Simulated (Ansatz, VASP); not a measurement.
# Two plane-wave programs on ZnO

File INCAR:

```
SYSTEM = ZnO
PREC = Accurate ; ENCUT = 520
EDIFF = 1E-6 ; ISMEAR = -1
SIGMA = 0.02 ; LREAL = .False.
LASPH = .True. ; NELM = 80
ALGO = Normal ; ISIF = 2
LWAVE = .False. ; LCHARG = .True.
GGA = PE ; LELF = .True.
LVHAR = .True. ; NBANDS = 26
```

Contents of KPOINTS:

```
Automatic mesh
0
Gamma
  12 12 6
  0 0 0
```

POSCAR

```
ZnO
1.0
    2.9527479643      0.0000000000      0.0000000000
   -1.4763739822      2.5571547481      0.0000000000
    0.0000000000      0.0000000000      5.0841165378
Zn O
2 2
Direct
    0.0000000000      0.0000000000      0.0000000000
    0.0000000000      0.0000000000      0.5000000000
    0.3333333333      0.6666666667      0.2500000000
    0.6666666667      0.3333333333      0.7500000000
```

Input for Ansatz:

```yaml
crystal:
  lattice:
    - [2.9527479643, 0.0, 0.0]
    - [-1.4763739822, 2.5571547481, 0.0]
    - [0.0, 0.0, 5.0841165378]
  atoms:
    - { symbol: Zn, position: [0.0, 0.0, 0.0] }
    - { symbol: Zn, position: [0.0, 0.0, 0.5] }
    - { symbol: O, position: [0.3333333333, 0.6666666667, 0.25] }
    - { symbol: O, position: [0.6666666667, 0.3333333333, 0.75] }
kpoints:
  mp_grid: { grid: [12, 12, 6] }
  band_path:
    path:
      - [0.0, 0.0, 0.0]
      - [0.5, 0.0, 0.0]
      - [0.3333333333, 0.3333333333, 0.0]
      - [0.0, 0.0, 0.5]
      - [0.5, 0.0, 0.5]
      - [0.3333333333, 0.3333333333, 0.5]
    npoints: 1
hamiltonian:
  xc: pbe
scf:
  occupations: { method: fermi_dirac, width: 0.02 }
  n_extra_bands: 5
output:
  forces: true
  stress: true
  eigenvalues: true
```

Change from the starting cell: hydrostatic strain -0.8%.

Alike in both runs: task single point; functional PBE; k mesh 12 × 12 × 6; occupations fermi-dirac, width 0.02 eV; no spin polarisation.

|  | VASP | Ansatz |
| --- | --- | --- |
| version | VASP 6.6.1 | Ansatz 0.2.0 |
| potentials or method | VASP PAW PBE potentials, release 64 (Zn, O) | plane waves, PAW |
| plane-wave cutoff (eV) | 520 | 420 |
| valence electrons in the cell | 36 | 36 |

|  | VASP | Ansatz | Ansatz less VASP |
| --- | --- | --- | --- |
| gap on the k mesh at the Fermi level (eV) | 0.85 | 0.88 | +0.030 |
| pressure (GPa) | 14.1 | 13.1 | -1.08 |
| traceless stress, the component that is largest in VASP (GPa) | 0.85 | 0.76 | -0.096 |
